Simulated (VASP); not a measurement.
Li2Pt: electric field gradients with LDA

Crystal: Li2Pt.

```
Li Pt
1.0
     4.26810    0.00000    0.00000
    -2.13405    3.69628    0.00000
     0.00000    0.00000    2.71319
Li Pt
2 1
Direct
  0.33333 0.66667 0.50000
  0.66667 0.33333 0.50000
  0.00000 0.00000 0.00000
```

This cell differs from its parent crystal: volume scaled by 1.06.

| Item | Value |
| --- | --- |
| Program | VASP 6.6.1 |
| Task | electric field gradients |
| Functional | LDA |
| Potentials or basis | VASP PAW LDA potentials, release 64 (Li_sv, Pt) |
| Cutoff | 520 eV |
| k mesh | 9 × 9 × 12 |
| Occupations | fermi-dirac, width 0.03 eV |
| Spin | no spin polarisation |
| Dipole correction | no |
| Further INCAR settings | ALGO = Normal; EDIFF = 1e-08; NBANDS = 15 |

```yaml
Band_gap_on_the_k_mesh: zero (band 8 reaches 5.72 eV, above the bottom of band 9 at 3.87 eV)
```

Levels at points of the mesh, in eV from the Fermi level:
```csv
k point,band 4,band 5,band 6,band 7,band 8,band 9,band 10,band 11,band 12,band 13
"(0.00, 0.00, 0.00)",-4.10,-3.08,-3.08,-0.65,-0.65,3.74,3.74,6.12,6.12,8.79
"(0.00, 0.00, 0.50)",-3.49,-3.49,-2.01,-2.01,0.53,2.59,6.38,6.38,7.11,10.08
```

Electric field gradients, principal values (V/Å²):
```
atom    least   middle  greatest (by size)
1 Li   -0.134   -0.136               0.270
2 Li   -0.134   -0.136               0.270
3 Pt  135.451  135.452            -270.903
```

It took 20 s on 1 thread of Intel(R) Xeon(R) Platinum 8375C CPU @ 2.90GHz (Ice Lake), with other jobs on the host, peak memory 0.17 GiB.

Caveat: without QUAD_EFG the Cq values of the log hold for a quadrupole moment of 1 mb, not for the nuclei; spin-orbit coupling is left out, which moves the levels of the heavy elements.
